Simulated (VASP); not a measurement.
# Se (Im-3m) in VASP: a series of runs

Runs on Se. Level: RPBE. Tasks: single point.

Everything below comes from runs of VASP 6.6.1. Logs are shortened: lines on timing, memory, paths and dates and some standing lists are left out, and cuts for length are marked.

**1. The cell of the first run**

It takes space group Im-3m (No. 229, cubic). The conventional cell has a = 3.471 Å, b = 3.471 Å, c = 3.471 Å, α = 90.00°, β = 90.00°, γ = 90.00°. Within 4.0 Å of Se (site symmetry m-3m) lie 14 Se at 3.01 to 3.47 Å.

**2. Single point, RPBE**

The input, INCAR:

```
SYSTEM = Se
PREC     = Accurate       ! precision mode
ENCUT    = 520            ! plane-wave cutoff, eV
EDIFF    = 1E-6           ! SCF threshold, eV
ISMEAR   = -1             ! smearing method
SIGMA    = 0.1            ! smearing width, eV
LREAL    = .False.        ! projectors in reciprocal space
LASPH    = .True.         ! aspherical terms in the spheres
NELM     = 60             ! most SCF steps
ALGO     = Normal         ! electronic algorithm
ISIF     = 2              ! what is computed and relaxed
LWAVE    = .False.        ! write WAVECAR
LCHARG   = .False.        ! write CHGCAR
GGA      = RP             ! functional
NBANDS   = 9              ! bands
```

The input, KPOINTS:

```
regular mesh
0
Gamma
  13 13 13
  0 0 0
```

The input, POSCAR:

```
Se
1.0
   -1.7352697038      1.7352697038      1.7352697038
    1.7352697038     -1.7352697038      1.7352697038
    1.7352697038      1.7352697038     -1.7352697038
Se
1
Direct
    0.0000000000      0.0000000000      0.0000000000
```

Potentials or basis: VASP PAW PBE potentials, release 64 (Se).

Command:

```
$ cat potpaw_PBE.64/Se/POTCAR > POTCAR
$ mpirun -np 1 vasp_std > vasp.out
```

OUTCAR:

```text
SYSTEM = Se
   PREC = Accurate
   ENCUT = 520
   EDIFF = 1E-6
   ISMEAR = -1
   LREAL = .False.
   LASPH = .True.
   NELM = 60
   ISIF = 2
   GGA = RP

 ion  position               nearest neighbor table
   1  0.000  0.000  0.000-

  LATTYP: Found a body centered cubic cell.
 ALAT       =     3.4705394076

  Lattice vectors:

 A1 = (  -1.7352697038,   1.7352697038,   1.7352697038)
 A2 = (   1.7352697038,  -1.7352697038,   1.7352697038)
 A3 = (   1.7352697038,   1.7352697038,  -1.7352697038)

Analysis of symmetry for initial positions (statically):
=====================================================================
 Subroutine PRICEL returns:
 Original cell was already a primitive cell.

 Routine SETGRP: Setting up the symmetry group for a
 body centered cubic supercell.

 Subroutine GETGRP returns: Found 48 space group operations
 (whereof 48 operations were pure point group operations)
 out of a pool of 48 trial point group operations.

The static configuration has the point symmetry O_h .

Analysis of symmetry for dynamics (positions and initial velocities):
=====================================================================
 Subroutine PRICEL returns:
 Original cell was already a primitive cell.

 Routine SETGRP: Setting up the symmetry group for a
 body centered cubic supercell.

 Subroutine GETGRP returns: Found 48 space group operations
 (whereof 48 operations were pure point group operations)
 out of a pool of 48 trial point group operations.

The dynamic configuration has the point symmetry O_h .

 Subroutine INISYM returns: Found 48 space group operations
 (whereof 48 operations are pure point group operations),
 and found     1 'primitive' translations

----------------------------------------------------------------------------------------

                                     Primitive cell

  volume of cell :      20.9007

  direct lattice vectors                    reciprocal lattice vectors
    -1.735269704  1.735269704  1.735269704     0.000000000  0.288139647  0.288139647
     1.735269704 -1.735269704  1.735269704     0.288139647  0.000000000  0.288139647
     1.735269704  1.735269704 -1.735269704     0.288139647  0.288139647  0.000000000

  length of vectors
     3.005575292  3.005575292  3.005575292     0.407490997  0.407490997  0.407490997

  position of ions in fractional coordinates (direct lattice)
     0.000000000  0.000000000  0.000000000

  ion indices of the primitive-cell ions
   primitive index   ion index
                 1           1

----------------------------------------------------------------------------------------

 KPOINTS: regular mesh

Automatic generation of k-mesh.
 Grid dimensions read from file:
 generate k-points for:   13   13   13

 Generating k-lattice:

  Cartesian coordinates                     Fractional coordinates (reciprocal lattice)
     0.000000000  0.022164588  0.022164588     0.076923077  0.000000000  0.000000000
     0.022164588  0.000000000  0.022164588     0.000000000  0.076923077  0.000000000
     0.022164588  0.022164588  0.000000000     0.000000000  0.000000000  0.076923077

  Length of vectors
     0.031345461  0.031345461  0.031345461

  Shift w.r.t. Gamma in fractional coordinates (k-lattice)
     0.000000000  0.000000000  0.000000000

 Subroutine IBZKPT returns following result:
 ===========================================

 Found     84 irreducible k-points:

 Following reciprocal coordinates:
            Coordinates               Weight
  0.000000  0.000000  0.000000      1.000000
  0.076923  0.000000  0.000000     12.000000
  0.153846  0.000000  0.000000     12.000000
  0.230769  0.000000  0.000000     12.000000
  0.307692  0.000000  0.000000     12.000000
  0.384615  0.000000  0.000000     12.000000
[... 16 lines left out ...]
  0.153846  0.076923  0.076923     24.000000
  0.230769  0.076923  0.076923     24.000000
 [... further k-points ...]
   k-points           NKPTS =     84   k-points in BZ     NKDIM =     84   number of bands    NBANDS=      9
   number of dos      NEDOS =    301   number of ions     NIONS =      1
   total plane-waves  NPLWV =  13824
   dimension x,y,z NGX =    24 NGY =   24 NGZ =   24
   dimension x,y,z NGXF=    48 NGYF=   48 NGZF=   48
   ions per type =               1
   NGX,Y,Z   is equivalent  to a cutoff of  13.28, 13.28, 13.28 a.u.
   NGXF,Y,Z  is equivalent  to a cutoff of  26.55, 26.55, 26.55 a.u.
 SYSTEM =  Se
   PREC   = accura    normal or accurate (medium, high low for compatibility)
   ISTART =      0    job   : 0-new  1-cont  2-samecut
   ICHARG =      2    charge: 1-file 2-atom 10-const
   ISPIN  =      1    spin polarized calculation?
   LNONCOLLINEAR =      F non collinear calculations
   LSORBIT =      F    spin-orbit coupling
   LASPH  =      T    aspherical Exc in radial PAW
   ENCUT  =  520.0 eV  38.22 Ry    6.18 a.u.   5.59  5.59  5.59*2*pi/ulx,y,z
   NELM   =     60;   NELMIN=  2; NELMDL= -5     # of ELM steps
   EDIFF  = 0.1E-05   stopping-criterion for ELM
   LREAL  =      F    real-space projection
   EDIFFG = 0.1E-04   stopping-criterion for IOM
   NSW    =      0    number of steps for IOM
   IBRION =     -1    ionic relax: 0-MD 1-quasi-New 2-CG
   NFREE  =      0    steps in history (QN), initial steepest desc. (CG)
   ISIF   =      2    stress and relaxation
   ISYM   =      2    0-nonsym 1-usesym 2-fastsym
   POTIM  = 0.5000    time-step for ionic-motion
   TEBEG  =    0.0;   TEEND  =   0.0 temperature during run
   PSTRESS=    0.0 pullay stress
   NELECT =       6.0000    total number of electrons
   NUPDOWN=      -1.0000    fix difference up-down
   EMIN   =  10.00;   EMAX   =-10.00  energy-range for DOS
   EFERMI =   0.00;   METHOD = LEGACY
   ISMEAR =    -1;   SIGMA  =   0.10  broadening in eV -4-tet -1-fermi 0-gaus
   EFERMI_NEDOS =   21; number of points for ismear=-14 and -15
   IALGO  =     38    algorithm
   IMIX   =      4    mixing-type and parameters
     AMIX     =   0.40;   BMIX     =  1.00
     AMIX_MAG =   1.60;   BMIX_MAG =  1.00
  volume/ion in A,a.u.               =      20.90       141.04
  Fermi-wavevector in a.u.,A,eV,Ry     =   1.079953  2.040816 15.868460  1.166299
  Thomas-Fermi vector in A             =   2.215932
   LORBIT       =      0    0 simple, 1 ext, 2 COOP (PROOUT), +10 PAW based schemes
   GGA     = RP    functional components
   LHFCALC =     F    Hartree Fock is set to
   AEXX    =    0.0000 exact exchange contribution
   IVDW    =     0    specifies the selected vdW correction
   LEPSILON=     F    determine dielectric tensor
   LRPA    =     F    only Hartree local field effects (RPA)
 non-spin polarized calculation
  energy-cutoff  :      520.00
  volume of cell :       20.90
 maximum number of plane-waves:       576
   NGX = 11   NGY = 11   NGZ = 11

 number of electron       5.9999999 magnetization

 Free energy of the ion-electron system (eV)
  ---------------------------------------------------
  ext. energy  EPLUGINS =         0.00000000
  ---------------------------------------------------
  free energy    TOTEN  =        -2.52130309 eV

  energy without entropy =       -2.49904344  energy(sigma->0) =       -2.51017326

 E-fermi :   5.2896     XC(G=0): -10.4022

 val. band max:        5.2459176229   @ k =   0.2308   0.0769   0.0769
 cond. band min:       5.2959195359   @ k =   0.4615   0.0000   0.0000
 fundamental gap:      0.0500019130
 Fermi energy:         5.2896000560

 k-point     1 :       0.0000    0.0000    0.0000
  band No.  band energies     occupation
      1     -10.5994      2.00000
      2       8.0866      0.00000
      3       8.0866      0.00000
      4       8.0866      0.00000
      5      16.1190      0.00000
      6      17.5614      0.00000
      7      17.5614      0.00000
      8      17.5614      0.00000
      9      20.5788      0.00000

 k-point     2 :       0.0769    0.0000    0.0000
  band No.  band energies     occupation
      1     -10.4795      2.00000
      2       7.3431      0.00000
      3       7.8441      0.00000
      4       8.0444      0.00000
      5      16.4751      0.00000
      6      17.0704      0.00000
      7      17.5031      0.00000
      8      18.0695      0.00000
      9      19.6353      0.00000

 k-point     3 :       0.1538    0.0000    0.0000
  band No.  band energies     occupation
      1     -10.1253      2.00000
      2       5.6410      0.05786
      3       7.2577      0.00000
      4       7.9252      0.00000
      5      15.5820      0.00000
      6      16.1110      0.00000
      7      18.5408      0.00000
      8      19.4515      0.00000
      9      19.8265      0.00000

 k-point     4 :       0.2308    0.0000    0.0000
  band No.  band energies     occupation
      1      -9.5564      2.00000
      2       3.6418      2.00000
      3       6.5745      0.00001
      4       7.7530      0.00000
      5      14.2878      0.00000
      6      15.1769      0.00000
      7      19.4624      0.00000
      8      19.7860      0.00000
      9      21.4556      0.00000
[... 205 lines left out ...]
 k-point    22 :       0.0769    0.0769    0.0769
  band No.  band energies     occupation
      1      -9.8952      2.00000
      2       4.8097      1.98366
      3       7.2574      0.00000
      4       7.2574      0.00000
      5      15.9594      0.00000
      6      15.9594      0.00000
      7      17.4122      0.00000
      8      20.0763      0.00000
      9      20.0763      0.00000

 k-point    23 :       0.1538    0.0769    0.0769
  band No.  band energies     occupation
      1      -9.3394      2.00000
      2       3.2593      2.00000
      3       6.2080      0.00021
      4       6.9244      0.00000
      5      15.3734      0.00000
      6      15.5068      0.00000
      7      18.5682      0.00000
      8      20.4477      0.00000
      9      20.5737      0.00000

 k-point    24 :       0.2308    0.0769    0.0769
  band No.  band energies     occupation
      1      -8.6246      2.00000
      2       1.6452      2.00000
      3       5.2459      1.21500
      4       6.5893      0.00000
      5      14.6621      0.00000
      6      15.1984      0.00000
      7      20.2205      0.00000
      8      20.9724      0.00000
      9      21.5743      0.00000

 [... further k-points ...]
[... 5 lines left out ...]
  --------------------------------------------------------------------------------------
  -------------------------------------------------------------------------------------
  Total       -0.0124979     -0.0124979     -0.0124979      0.0000000     -0.0000000      0.0000000
  in kB       -0.9580445     -0.9580445     -0.9580445      0.0000000     -0.0000000      0.0000000
  external PRESSURE =      -0.9580445 kB  Pullay stress =       0.0000000 kB

 VOLUME and BASIS-vectors are now :
 -----------------------------------------------------------------------------
  energy-cutoff  :      520.00
  volume of cell :       20.90
      direct lattice vectors                 reciprocal lattice vectors
    -1.735269704  1.735269704  1.735269704     0.000000000  0.288139647  0.288139647
     1.735269704 -1.735269704  1.735269704     0.288139647  0.000000000  0.288139647
     1.735269704  1.735269704 -1.735269704     0.288139647  0.288139647  0.000000000

 POSITION                                       TOTAL-FORCE (eV/Angst)
 -----------------------------------------------------------------------------------
      0.00000      0.00000      0.00000        -0.000000     -0.000000      0.000000
 -----------------------------------------------------------------------------------
    total drift:                                0.000000      0.000000      0.000000

  FREE ENERGIE OF THE ION-ELECTRON SYSTEM (eV)
  ---------------------------------------------------
  free  energy   TOTEN  =        -2.5213030860 eV

  energy  without entropy=       -2.4990434370  energy(sigma->0) =       -2.51017326
```

It took 4.4 s on 1 thread of Intel Xeon 6975P-C (Granite Rapids), shared host; peak memory 0.14 GiB.

Results:

```yaml
Free_energy: -2.5213 eV
Pressure: -0.1 GPa
Band_gap_on_the_k_mesh: zero (band 3 reaches 8.09 eV, above the bottom of band 4 at 2.15 eV)
```

Caveat: the PAW data sets were made with another functional, which shifts forces and pressure a little.

**3. Single point, RPBE (volume scaled by 0.88)**

The input, INCAR:

```
ALGO = Normal
EDIFF = 1E-6
ENCUT = 520
GGA = RP
ISIF = 2
ISMEAR = -1
LASPH = True
LCHARG = False
LREAL = False
LWAVE = False
NBANDS = 9
NELM = 80
PREC = Accurate
SIGMA = 0.1
```

The input, KPOINTS:

```
k-points
0
Gamma
  14 14 14
```

The input, POSCAR:

```
Se
1.0
   -1.6628811432      1.6628811432      1.6628811432
    1.6628811432     -1.6628811432      1.6628811432
    1.6628811432      1.6628811432     -1.6628811432
Se
1
Direct
    0.0000000000      0.0000000000      0.0000000000
```

Potentials or basis: VASP PAW PBE potentials, release 64 (Se).

Command:

```
$ cat potpaw_PBE.64/Se/POTCAR > POTCAR
$ mpirun -np 1 vasp_std > vasp.out
```

Run time: 5.5 s. Hardware: 1 thread of Intel Xeon 6975P-C (Granite Rapids), shared host; peak memory 0.14 GiB.

The run converged. Its results:

```yaml
Free_energy: -2.4367 eV
Pressure: 11.6 GPa
Band_gap_on_the_k_mesh: zero (band 3 reaches 10.40 eV, above the bottom of band 4 at 3.25 eV)
```

Levels at points of the mesh, in eV from the Fermi level:
```
           k point  band 1  band 2  band 3  band 4  band 5  band 6
(0.00, 0.00, 0.00)  -17.01    3.57    3.57    3.57   12.64   12.64
(0.50, 0.00, 0.00)  -12.93   -7.43    0.14    2.50    7.07    8.24
(0.50, 0.50, 0.50)  -10.01   -3.58   -3.58   -3.58    3.67    3.67
```

Caveat: the PAW data sets were made with another functional, which shifts forces and pressure a little.
